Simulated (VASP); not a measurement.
# In2Au (Fm-3m) in VASP: notebook, part 2 of 2

VASP 6.6.1.

## (4) Single point, LDA (23.14 Å³/atom)

This run uses another cell than the first one, of 23.14 Å³/atom.

File INCAR:

```
SYSTEM = In2Au
PREC     = Accurate       ! precision mode
ENCUT    = 520            ! plane-wave cutoff, eV
EDIFF    = 1E-6           ! SCF threshold, eV
ISMEAR   = -1             ! smearing method
SIGMA    = 0.05           ! smearing width, eV
LREAL    = .FALSE.        ! projectors in reciprocal space
LASPH    = .TRUE.         ! aspherical terms in the spheres
NELM     = 100            ! most SCF steps
ALGO     = Normal         ! electronic algorithm
ISIF     = 2              ! what is computed and relaxed
LWAVE    = .FALSE.        ! write WAVECAR
LCHARG   = .FALSE.        ! write CHGCAR
NBANDS   = 26             ! bands
```

File KPOINTS:

```
Automatic mesh
0
G
  10 10 10
  0 0 0
```

File POSCAR:

```
In2Au
1.0
    0.0000000000      3.2618007438      3.2618007438
    3.2618007438      0.0000000000      3.2618007438
    3.2618007438      3.2618007438      0.0000000000
In Au
2 1
Direct
    0.2500000000      0.2500000000      0.2500000000
    0.7500000000      0.7500000000      0.7500000000
    0.0000000000      0.0000000000      0.0000000000
```

Potentials or basis: VASP PAW LDA potentials, release 64 (In_d, Au).

The run is started by

```bash
cat potpaw_LDA.64/In_d/POTCAR potpaw_LDA.64/Au/POTCAR > POTCAR
mpirun -np 1 vasp_std > vasp.out
```

OUTCAR:

```text
SYSTEM = In2Au
   PREC = Accurate
   ENCUT = 520
   EDIFF = 1E-6
   ISMEAR = -1
   LREAL = .FALSE.
   LASPH = .TRUE.
   NELM = 100
   ISIF = 2

 ion  position               nearest neighbor table
   1  0.250  0.250  0.250-   3 2.82   3 2.82   3 2.82   3 2.82   2 3.26   2 3.26   2 3.26   2 3.26
                             2 3.26   2 3.26
   2  0.750  0.750  0.750-   3 2.82   3 2.82   3 2.82   3 2.82   1 3.26   1 3.26   1 3.26   1 3.26
                             1 3.26   1 3.26
   3  0.000  0.000  0.000-   2 2.82   2 2.82   2 2.82   1 2.82   1 2.82   1 2.82   2 2.82   1 2.82

  LATTYP: Found a face centered cubic cell.
 ALAT       =     6.5236014876

  Lattice vectors:

 A1 = (   0.0000000000,   3.2618007438,   3.2618007438)
 A2 = (   3.2618007438,   0.0000000000,   3.2618007438)
 A3 = (   3.2618007438,   3.2618007438,   0.0000000000)

Analysis of symmetry for initial positions (statically):
=====================================================================
 Subroutine PRICEL returns:
 Original cell was already a primitive cell.

 Routine SETGRP: Setting up the symmetry group for a
 face centered cubic supercell.

 Subroutine GETGRP returns: Found 48 space group operations
 (whereof 48 operations were pure point group operations)
 out of a pool of 48 trial point group operations.

The static configuration has the point symmetry O_h .

Analysis of symmetry for dynamics (positions and initial velocities):
=====================================================================
 Subroutine PRICEL returns:
 Original cell was already a primitive cell.

 Routine SETGRP: Setting up the symmetry group for a
 face centered cubic supercell.

 Subroutine GETGRP returns: Found 48 space group operations
 (whereof 48 operations were pure point group operations)
 out of a pool of 48 trial point group operations.
[... 117 lines left out ...]
   EFERMI =   0.00;   METHOD = LEGACY
   ISMEAR =    -1;   SIGMA  =   0.05  broadening in eV -4-tet -1-fermi 0-gaus
   EFERMI_NEDOS =   21; number of points for ismear=-14 and -15
   IALGO  =     38    algorithm
   IMIX   =      4    mixing-type and parameters
     AMIX     =   0.40;   BMIX     =  1.00
     AMIX_MAG =   1.60;   BMIX_MAG =  1.00
  volume/ion in A,a.u.               =      23.14       156.13
  Fermi-wavevector in a.u.,A,eV,Ry     =   1.327419  2.508458 23.974020  1.762041
  Thomas-Fermi vector in A             =   2.456733
   LORBIT       =      0    0 simple, 1 ext, 2 COOP (PROOUT), +10 PAW based schemes
   GGA     = CA    functional components
   LHFCALC =     F    Hartree Fock is set to
   AEXX    =    0.0000 exact exchange contribution
   IVDW    =     0    specifies the selected vdW correction
   LEPSILON=     F    determine dielectric tensor
   LRPA    =     F    only Hartree local field effects (RPA)
 non-spin polarized calculation
  energy-cutoff  :      520.00
  volume of cell :       69.41
 maximum number of plane-waves:      1893
 NGX is ok and might be reduce to    36
   NGX = 17   NGY = 17   NGZ = 17

 number of electron      36.9999991 magnetization

 Free energy of the ion-electron system (eV)
  ---------------------------------------------------
  ext. energy  EPLUGINS =         0.00000000
  ---------------------------------------------------
  free energy    TOTEN  =       -11.68401155 eV

  energy without entropy =      -11.67380068  energy(sigma->0) =      -11.67890612

 E-fermi :   7.7271     XC(G=0): -10.9907

 val. band max:        7.6768823484   @ k =   0.1000   0.0000   0.0000
 cond. band min:       7.7372781101   @ k =   0.5000   0.2000   0.1000
 fundamental gap:      0.0603957617
 Fermi energy:         7.7271497842

 k-point     1 :       0.0000    0.0000    0.0000
  band No.  band energies     occupation
      1      -7.0764      2.00000
      2      -7.0764      2.00000
      3      -6.9259      2.00000
      4      -6.9259      2.00000
      5      -6.9259      2.00000
      6      -6.6511      2.00000
[... 685 lines left out ...]
     25      17.5141      0.00000
     26      17.8234      0.00000

 [... further k-points ...]

------------------------ aborting loop because EDIFF is reached ----------------------------------------

  FORCE on cell =-STRESS in cart. coord.  units (eV):
  Direction    XX          YY          ZZ          XY          YZ          ZX
  --------------------------------------------------------------------------------------
  -------------------------------------------------------------------------------------
  Total       -0.8193334     -0.8193334     -0.8193334      0.0000000      0.0000000      0.0000000
  in kB      -18.9133729    -18.9133729    -18.9133729      0.0000000      0.0000000      0.0000000
  external PRESSURE =     -18.9133729 kB  Pullay stress =       0.0000000 kB

 VOLUME and BASIS-vectors are now :
 -----------------------------------------------------------------------------
  energy-cutoff  :      520.00
  volume of cell :       69.41
      direct lattice vectors                 reciprocal lattice vectors
     0.000000000  3.261800744  3.261800744    -0.153289560  0.153289560  0.153289560
     3.261800744  0.000000000  3.261800744     0.153289560 -0.153289560  0.153289560
     3.261800744  3.261800744  0.000000000     0.153289560  0.153289560 -0.153289560

 POSITION                                       TOTAL-FORCE (eV/Angst)
 -----------------------------------------------------------------------------------
      1.63090      1.63090      1.63090        -0.000000     -0.000000     -0.000000
      4.89270      4.89270      4.89270         0.000000      0.000000      0.000000
      0.00000      0.00000      0.00000         0.000000      0.000000      0.000000
 -----------------------------------------------------------------------------------
    total drift:                                0.000000      0.000000      0.000000

  FREE ENERGIE OF THE ION-ELECTRON SYSTEM (eV)
  ---------------------------------------------------
  free  energy   TOTEN  =       -11.6840115549 eV

  energy  without entropy=      -11.6738006766  energy(sigma->0) =      -11.67890612
```

OSZICAR:

```text
N       E                     dE             d eps       ncg     rms          rms(c)
DAV:   1     0.336141197513E+03    0.33614E+03   -0.17684E+04  2476   0.187E+03
DAV:   2     0.176672274001E+02   -0.31847E+03   -0.30609E+03  2472   0.434E+02
DAV:   3    -0.115265617335E+02   -0.29194E+02   -0.28745E+02  2858   0.146E+02
DAV:   4    -0.123956065180E+02   -0.86904E+00   -0.86610E+00  2956   0.255E+01
DAV:   5    -0.124375776535E+02   -0.41971E-01   -0.41968E-01  3580   0.510E+00    0.828E+00
DAV:   6    -0.117655004686E+02    0.67208E+00   -0.27345E+00  2592   0.124E+01    0.466E+00
DAV:   7    -0.117065351057E+02    0.58965E-01   -0.14407E-01  3330   0.451E+00    0.267E+00
DAV:   8    -0.116853454823E+02    0.21190E-01   -0.37832E-02  3178   0.210E+00    0.264E-01
DAV:   9    -0.116840457349E+02    0.12997E-02   -0.59164E-03  3318   0.108E+00    0.239E-01
DAV:  10    -0.116840107985E+02    0.34936E-04   -0.51497E-04  2886   0.238E-01    0.522E-02
DAV:  11    -0.116840100340E+02    0.76449E-06   -0.18686E-05  3592   0.408E-02    0.168E-02
DAV:  12    -0.116840115647E+02   -0.15306E-05   -0.32601E-06  2252   0.133E-02    0.425E-03
DAV:  13    -0.116840115549E+02    0.97261E-08   -0.43638E-07  1458   0.740E-03
   1 F= -.11684012E+02 E0= -.11678906E+02  d E =-.102109E-01
```

It took 27 s on 1 thread of Intel Xeon 6975P-C (Granite Rapids), shared host; peak memory 0.22 GiB.

Results:

| Item | Value |
| --- | --- |
| Free energy | -11.6840 eV |
| Pressure | -1.9 GPa |
| Band gap on the k mesh | zero (an odd number of electrons rules out a gap without spin polarisation) |

Caveat: spin-orbit coupling is left out, which moves the levels of the heavy elements.

## (5) Summary

| cell | gap on the mesh (eV) | pressure (GPa) |
| --- | --- | --- |
| a = 4.504 Å, angles 60.0°, 3 atoms | none | 4.1 |
| a = 4.567 Å, angles 60.0°, 3 atoms | none | 0.3 |
| a = 4.613 Å, angles 60.0°, 3 atoms | none | -1.9 |

Alike in all rows: task single point; level LDA; potentials or basis VASP PAW LDA potentials, release 64 (In_d, Au); no spin polarisation; k mesh 10 × 10 × 10; cutoff (eV) 520; smearing fermi-dirac 0.05 eV.

Caveats: spin-orbit coupling is left out, which moves the levels of the heavy elements; the cell stands under pressure (at least some runs).

Absolute energies hang on the potentials; compare differences alone.
